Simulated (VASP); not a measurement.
# Al32H (a cell with a defect) in VASP: a series of runs

Runs on Al32H (a cell with a defect). Level: PBE. Tasks: single point.

Program: VASP 6.6.1. These are calculated values, not measurements. Logs are shortened: lines on timing, memory, paths and dates and some standing lists are left out, and cuts for length are marked.

## Step 1: The cell of the first run

The cell holds a defect, 33 atoms: a = 8.100 Å, b = 8.100 Å, c = 8.100 Å, α = 90.00°, β = 90.00°, γ = 90.00°.

## Step 2: Single point, PBE

Input file INCAR:

```
SYSTEM = Al32H
ALGO = Normal
EDIFF = 1E-6
ENCUT = 520
GGA = PE
ISIF = 2
ISMEAR = 0
LASPH = .TRUE.
LCHARG = .FALSE.
LREAL = Auto
LWAVE = .FALSE.
NBANDS = 70
NELM = 80
PREC = Accurate
SIGMA = 0.05
```

Input file KPOINTS:

```
k-points
0
G
  2 2 2
  0 0 0
```

Input file POSCAR:

```
Al32H
1.0
    8.1000000000      0.0000000000      0.0000000000
    0.0000000000      8.1000000000      0.0000000000
    0.0000000000      0.0000000000      8.1000000000
Al H
32 1
Direct
    0.4975065432     -0.0022281481      0.0004885185
    0.7489533333      0.2497527160      0.0024287654
    0.7516740741     -0.0015944444      0.2483344444
   -0.0026762963      0.0000754321      0.0026804938
    0.2515229630      0.2487097531      0.0015433333
    0.4977883951      0.4982579012     -0.0007453086
    0.7475823457      0.7528296296      0.0031220988
    0.2504720988     -0.0022293827      0.2474940741
    0.4989772840      0.2495543210      0.2489716049
    0.7429309877      0.4979020988      0.2570412346
    0.4983322222     -0.0015945679      0.5016495062
    0.7510313580      0.2495486420      0.5010177778
    0.7525002469     -0.0022281481      0.7494988889
   -0.0246813580      0.5028529630      0.0247827160
    0.2504541975      0.7516764198      0.0004846914
   -0.0024029630      0.2497250617      0.2510537037
    0.2492649383      0.4982628395      0.2478200000
    0.4981054321      0.7513503704      0.2480980247
   -0.0004629630     -0.0022312346      0.5024961728
    0.2524133333      0.2497303704      0.4989370370
    0.5070738272      0.4979019753      0.4929525926
    0.7518993827      0.7513537037      0.5018890123
    0.2526776543      0.0000749383      0.7473032099
    0.5010514815      0.2497512346      0.7475569136
    0.7522138272      0.4982560494      0.7507329630
   -0.0031034568      0.7528492593      0.2524423457
    0.0007381481      0.4982628395      0.5021676543
    0.2531124691      0.7528479012      0.4975498765
   -0.0015159259      0.2487127160      0.7484461728
    0.2746917284      0.5028553086      0.7252182716
    0.5024265432      0.7528308642      0.7468667901
   -0.0004480247      0.7516777778      0.7495033333
    0.1249560494      0.4671204938      0.8749529630
```

Potentials or basis: VASP PAW PBE potentials, release 64 (Al, H).

On the command line:

```console
$ cat potpaw_PBE.64/Al/POTCAR potpaw_PBE.64/H/POTCAR > POTCAR
$ mpirun -np 1 vasp_std > vasp.out
```

OUTCAR:

```text
SYSTEM = Al32H
   EDIFF = 1E-6
   ENCUT = 520
   GGA = PE
   ISIF = 2
   ISMEAR = 0
   LASPH = .TRUE.
   LREAL = Auto
   NELM = 80
   PREC = Accurate

 ion  position               nearest neighbor table
   1  0.498  0.998  0.000-  15 2.82  18 2.83   8 2.83   7 2.84   5 2.85  23 2.85  31 2.86   9 2.87
                             3 2.88   2 2.88  24 2.89  13 2.90
   2  0.749  0.250  0.002-  14 2.76   9 2.84  16 2.85   3 2.85   4 2.85   6 2.86  25 2.87  24 2.88
                            10 2.88   1 2.88  29 2.88  13 2.89
   3  0.752  0.998  0.248-  26 2.81   7 2.81   4 2.81  16 2.85   2 2.85  22 2.87  18 2.87   1 2.88
                            19 2.88  12 2.89   9 2.89  11 2.90
   4  0.997  0.000  0.003-   3 2.81   7 2.85  26 2.85  16 2.85   8 2.85   2 2.85  13 2.85  15 2.87
                            32 2.87   5 2.88  29 2.88  23 2.93
   5  0.252  0.249  0.002-   9 2.83   6 2.84  17 2.84   8 2.85   1 2.85   4 2.88  23 2.88  16 2.88
                            24 2.88  29 2.90  14 3.05  30 3.05
   6  0.498  0.498  0.999-   5 2.84  17 2.85   9 2.85   2 2.86  30 2.86  24 2.87  15 2.87  18 2.87
                            25 2.88  10 2.88   7 2.89  31 2.90
   7  0.748  0.753  0.003-  14 2.74   3 2.81  18 2.83   1 2.84   4 2.85  26 2.86  13 2.86  31 2.87
                             6 2.89  32 2.90  25 2.90  10 2.91
   8  0.250  0.998  0.247-  15 2.82   1 2.83  18 2.83  28 2.84   5 2.85   4 2.85  26 2.86   9 2.87
                            11 2.88  20 2.88  16 2.89  19 2.90
   9  0.499  0.250  0.249-  10 2.82  21 2.82   5 2.83   2 2.84  20 2.84   6 2.85  17 2.85   1 2.87
[... 32 lines left out ...]
                             6 2.88  21 2.88  31 2.89   7 2.90
  26  0.997  0.753  0.252-  14 2.74   3 2.81  22 2.83  19 2.84   4 2.85   8 2.86   7 2.86  28 2.87
                            27 2.89  15 2.90  17 2.90  10 2.92
  27  0.001  0.498  0.502-  29 2.84  25 2.85  12 2.85  30 2.86  16 2.86  20 2.87  32 2.87  22 2.87
                            17 2.88  10 2.88  26 2.89  28 2.90
  28  0.253  0.753  0.498-  30 2.74  11 2.81  18 2.83   8 2.84  23 2.85  19 2.86  31 2.86  26 2.87
                            17 2.89  32 2.90  27 2.90  21 2.92
  29  0.998  0.249  0.748-  12 2.83  25 2.84  27 2.84  19 2.85  13 2.85  23 2.88   4 2.88  20 2.88
                             2 2.88   5 2.90  30 3.05  14 3.05
  30  0.275  0.503  0.725-  33 1.74  21 2.66  28 2.74  31 2.74  20 2.76  24 2.76  27 2.86   6 2.86
                            32 3.01  15 3.01  29 3.05   5 3.05
  31  0.502  0.753  0.747-  30 2.74  11 2.81  22 2.83  13 2.84  23 2.85  28 2.86   1 2.86   7 2.87
                            25 2.89  15 2.90   6 2.90  21 2.91
  32  1.000  0.752  0.750-  19 2.82  13 2.82  22 2.84  27 2.87  25 2.87  23 2.87   4 2.87  15 2.87
                            28 2.90   7 2.90  30 3.01  14 3.01
  33  0.125  0.467  0.875-  14 1.74  30 1.74

  LATTYP: Found a simple cubic cell.
 ALAT       =     8.1000000000

  Lattice vectors:

 A1 = (   8.1000000000,   0.0000000000,   0.0000000000)
 A2 = (   0.0000000000,   8.1000000000,   0.0000000000)
 A3 = (   0.0000000000,   0.0000000000,   8.1000000000)

Analysis of symmetry for initial positions (statically):
=====================================================================
 Subroutine PRICEL returns:
 Original cell was already a primitive cell.

 Routine SETGRP: Setting up the symmetry group for a
 simple cubic supercell.

 Subroutine GETGRP returns: Found  1 space group operations
 (whereof  1 operations were pure point group operations)
 out of a pool of 48 trial point group operations.

The static configuration has the point symmetry C_1 .

Analysis of symmetry for dynamics (positions and initial velocities):
=====================================================================
 Subroutine PRICEL returns:
 Original cell was already a primitive cell.

 Routine SETGRP: Setting up the symmetry group for a
 simple cubic supercell.

 Subroutine GETGRP returns: Found  1 space group operations
 (whereof  1 operations were pure point group operations)
 out of a pool of 48 trial point group operations.

The dynamic configuration has the point symmetry C_1 .

 Subroutine INISYM returns: Found  1 space group operations
 (whereof  1 operations are pure point group operations),
 and found     1 'primitive' translations

----------------------------------------------------------------------------------------

                                     Primitive cell

  volume of cell :     531.4410

  direct lattice vectors                    reciprocal lattice vectors
     8.100000000  0.000000000  0.000000000     0.123456790  0.000000000  0.000000000
     0.000000000  8.100000000  0.000000000     0.000000000  0.123456790  0.000000000
     0.000000000  0.000000000  8.100000000     0.000000000  0.000000000  0.123456790

  length of vectors
     8.100000000  8.100000000  8.100000000     0.123456790  0.123456790  0.123456790

  position of ions in fractional coordinates (direct lattice)
[... 84 lines left out ...]

  Length of vectors
     0.061728395  0.061728395  0.061728395

  Shift w.r.t. Gamma in fractional coordinates (k-lattice)
     0.000000000  0.000000000  0.000000000

 Subroutine IBZKPT returns following result:
 ===========================================

 Found      8 irreducible k-points:

 Following reciprocal coordinates:
            Coordinates               Weight
  0.000000  0.000000  0.000000      1.000000
  0.500000  0.000000  0.000000      1.000000
  0.000000  0.500000  0.000000      1.000000
  0.000000  0.000000  0.500000      1.000000
  0.500000  0.500000  0.000000      1.000000
  0.000000  0.500000  0.500000      1.000000
  0.500000  0.000000  0.500000      1.000000
  0.500000  0.500000  0.500000      1.000000
   k-points           NKPTS =      8   k-points in BZ     NKDIM =      8   number of bands    NBANDS=     70
   number of dos      NEDOS =    301   number of ions     NIONS =     33
   total plane-waves  NPLWV = 216000
   dimension x,y,z NGX =    60 NGY =   60 NGZ =   60
   dimension x,y,z NGXF=   120 NGYF=  120 NGZF=  120
   ions per type =              32   1
   NGX,Y,Z   is equivalent  to a cutoff of  12.31, 12.31, 12.31 a.u.
   NGXF,Y,Z  is equivalent  to a cutoff of  24.63, 24.63, 24.63 a.u.
 SYSTEM =  Al32H
   PREC   = accura    normal or accurate (medium, high low for compatibility)
   ISTART =      0    job   : 0-new  1-cont  2-samecut
   ICHARG =      2    charge: 1-file 2-atom 10-const
   ISPIN  =      1    spin polarized calculation?
   LNONCOLLINEAR =      F non collinear calculations
   LSORBIT =      F    spin-orbit coupling
   LASPH  =      T    aspherical Exc in radial PAW
   ENCUT  =  520.0 eV  38.22 Ry    6.18 a.u.  15.06 15.06 15.06*2*pi/ulx,y,z
   NELM   =     80;   NELMIN=  2; NELMDL= -5     # of ELM steps
   EDIFF  = 0.1E-05   stopping-criterion for ELM
   LREAL  =      T    real-space projection
   EDIFFG = 0.1E-04   stopping-criterion for IOM
   NSW    =      0    number of steps for IOM
   IBRION =     -1    ionic relax: 0-MD 1-quasi-New 2-CG
   NFREE  =      0    steps in history (QN), initial steepest desc. (CG)
   ISIF   =      2    stress and relaxation
   ISYM   =      2    0-nonsym 1-usesym 2-fastsym
   POTIM  = 0.5000    time-step for ionic-motion
   TEBEG  =    0.0;   TEEND  =   0.0 temperature during run
   PSTRESS=    0.0 pullay stress
   NELECT =      97.0000    total number of electrons
   NUPDOWN=      -1.0000    fix difference up-down
   EMIN   =  10.00;   EMAX   =-10.00  energy-range for DOS
   EFERMI =   0.00;   METHOD = LEGACY
   ISMEAR =     0;   SIGMA  =   0.05  broadening in eV -4-tet -1-fermi 0-gaus
   EFERMI_NEDOS =   21; number of points for ismear=-14 and -15
   IALGO  =     38    algorithm
   IMIX   =      4    mixing-type and parameters
     AMIX     =   0.40;   BMIX     =  1.00
     AMIX_MAG =   1.60;   BMIX_MAG =  1.00
  volume/ion in A,a.u.               =      16.10       108.68
  Fermi-wavevector in a.u.,A,eV,Ry     =   0.928639  1.754874 11.733269  0.862371
  Thomas-Fermi vector in A             =   2.054837
   LORBIT       =      0    0 simple, 1 ext, 2 COOP (PROOUT), +10 PAW based schemes
   GGA     = PE    functional components
   LHFCALC =     F    Hartree Fock is set to
   AEXX    =    0.0000 exact exchange contribution
   IVDW    =     0    specifies the selected vdW correction
   LEPSILON=     F    determine dielectric tensor
   LRPA    =     F    only Hartree local field effects (RPA)
 non-spin polarized calculation
 Gauss-broadening in eV      SIGMA  =   0.05
  energy-cutoff  :      520.00
  volume of cell :      531.44
 maximum number of plane-waves:     14400
   NGX = 31   NGY = 31   NGZ = 31

 number of electron      96.9999998 magnetization

 Free energy of the ion-electron system (eV)
  ---------------------------------------------------
  ext. energy  EPLUGINS =         0.00000000
  ---------------------------------------------------
  free energy    TOTEN  =      -122.21639174 eV

  energy without entropy =     -122.18773698  energy(sigma->0) =     -122.20206436

 E-fermi :   7.5792     XC(G=0): -10.1921

 val. band max:        7.5567729370   @ k =   0.0000   0.5000   0.0000
 cond. band min:       7.6124042095   @ k =   0.0000   0.0000   0.5000
 fundamental gap:      0.0556312725
 Fermi energy:         7.5791840275

 k-point     1 :       0.0000    0.0000    0.0000
  band No.  band energies     occupation
      1      -3.2386      2.00000
      2      -1.3710      2.00000
      3      -1.0243      2.00000
      4      -0.9578      2.00000
      5      -0.9292      2.00000
      6      -0.8964      2.00000
[... 493 lines left out ...]
     59      11.2488      0.00000
     60      11.2744      0.00000
 [bands above 60 left out]

------------------------ aborting loop because EDIFF is reached ----------------------------------------

  FORCE on cell =-STRESS in cart. coord.  units (eV):
  Direction    XX          YY          ZZ          XY          YZ          ZX
  --------------------------------------------------------------------------------------
  -------------------------------------------------------------------------------------
  Total        4.0448780      2.9049629      4.0333443      0.0006711      0.0006574     -2.4970774
  in kB       12.1944144      8.7578221     12.1596430      0.0020233      0.0019820     -7.5281373
  external PRESSURE =      11.0372932 kB  Pullay stress =       0.0000000 kB

 VOLUME and BASIS-vectors are now :
 -----------------------------------------------------------------------------
  energy-cutoff  :      520.00
  volume of cell :      531.44
      direct lattice vectors                 reciprocal lattice vectors
     8.100000000  0.000000000  0.000000000     0.123456790  0.000000000  0.000000000
     0.000000000  8.100000000  0.000000000     0.000000000  0.123456790  0.000000000
     0.000000000  0.000000000  8.100000000     0.000000000  0.000000000  0.123456790

 POSITION                                       TOTAL-FORCE (eV/Angst)
 -----------------------------------------------------------------------------------
      4.02980      8.08195      0.00396         0.004222     -0.006474      0.013106
      6.06652      2.02300      0.01967         0.012926      0.020827      0.010812
      6.08856      8.08709      2.01151        -0.011401      0.014322      0.011252
      8.07832      0.00061      0.02171         0.004247      0.019717     -0.004298
      2.03734      2.01455      0.01250         0.009810      0.027253      0.009558
      4.03209      4.03589      8.09396        -0.018522      0.003502     -0.002755
[... 25 lines left out ...]
      8.09637      6.08859      6.07098         0.009058     -0.008149      0.009991
      1.01214      3.78368      7.08712        -0.000116     -0.375496     -0.000214
 -----------------------------------------------------------------------------------
    total drift:                               -0.000128     -0.019129     -0.000414

  FREE ENERGIE OF THE ION-ELECTRON SYSTEM (eV)
  ---------------------------------------------------
  free  energy   TOTEN  =      -122.2163917395 eV

  energy  without entropy=     -122.1877369814  energy(sigma->0) =     -122.20206436
```

It took 3.2 min on 1 thread of Intel Xeon 6975P-C (Granite Rapids), shared host; peak memory 0.55 GiB.

What came out:

| Property | Result |
| --- | --- |
| Free energy | -122.2164 eV |
| Pressure | 1.1 GPa |
| Largest force | 0.375 eV/Å |
| Band gap on the k mesh | zero (an odd number of electrons rules out a gap without spin polarisation) |

Forces in eV/Å, atoms in the order of the input:
```
Al   0.004 -0.006  0.013
Al   0.013  0.021  0.011
Al  -0.011  0.014  0.011
Al   0.004  0.020 -0.004
Al   0.010  0.027  0.010
Al  -0.019  0.004 -0.003
Al   0.000  0.017  0.006
Al   0.013 -0.006  0.004
Al   0.016  0.010  0.016
Al   0.004 -0.002 -0.003
Al   0.011  0.014 -0.011
Al  -0.016  0.010 -0.016
Al  -0.004 -0.007 -0.013
Al   0.009  0.048 -0.010
Al  -0.009 -0.008 -0.010
Al  -0.011  0.021 -0.013
Al  -0.002  0.003 -0.019
Al  -0.002  0.009 -0.002
Al  -0.013 -0.006 -0.004
Al   0.011  0.020  0.013
Al  -0.003 -0.002  0.003
Al   0.002  0.009  0.002
Al  -0.004  0.019  0.004
Al  -0.013  0.021 -0.011
Al   0.018  0.004  0.003
Al  -0.007  0.017  0.000
Al   0.003  0.003  0.019
Al   0.006  0.017  0.000
Al  -0.010  0.028 -0.010
Al  -0.009  0.048  0.010
Al   0.000  0.017 -0.006
Al   0.009 -0.008  0.010
H    0.000 -0.375  0.000
```

Levels at points of the mesh, in eV from the Fermi level:
| k point | band 44 | band 45 | band 46 | band 47 | band 48 | band 49 | band 50 | band 51 | band 52 | band 53 |
| --- | --- | --- | --- | --- | --- | --- | --- | --- | --- | --- |
| (0.00, 0.00, 0.00) | -0.39 | -0.32 | 0.40 | 0.44 | 0.46 | 0.48 | 0.56 | 0.62 | 1.01 | 1.28 |
| (0.50, 0.00, 0.00) | -0.69 | -0.22 | -0.07 | -0.05 | -0.02 | 0.03 | 0.06 | 0.08 | 0.19 | 1.21 |
| (0.00, 0.50, 0.00) | -0.70 | -0.44 | -0.10 | -0.04 | -0.02 | 0.06 | 0.07 | 0.10 | 0.12 | 1.35 |
| (0.00, 0.00, 0.50) | -0.69 | -0.22 | -0.07 | -0.05 | -0.02 | 0.03 | 0.06 | 0.08 | 0.19 | 1.21 |
| (0.50, 0.50, 0.00) | -0.95 | -0.10 | -0.08 | -0.08 | -0.04 | 0.75 | 1.07 | 1.08 | 1.15 | 1.18 |
| (0.00, 0.50, 0.50) | -0.95 | -0.10 | -0.08 | -0.08 | -0.04 | 0.75 | 1.07 | 1.08 | 1.15 | 1.18 |
| (0.50, 0.00, 0.50) | -0.99 | -0.41 | -0.08 | -0.08 | -0.04 | 0.85 | 1.09 | 1.13 | 1.14 | 1.20 |
| (0.50, 0.50, 0.50) | -0.42 | -0.41 | -0.41 | -0.40 | -0.39 | -0.38 | -0.37 | -0.35 | -0.34 | -0.32 |

Caveat: the k points lie up to 0.39 Å⁻¹ apart, too coarse for converged energies and pressures of a metal.

(Part 1 of 2 ends here.)

The gap in the log of VASP goes by the Fermi energy; the results here count the filled bands.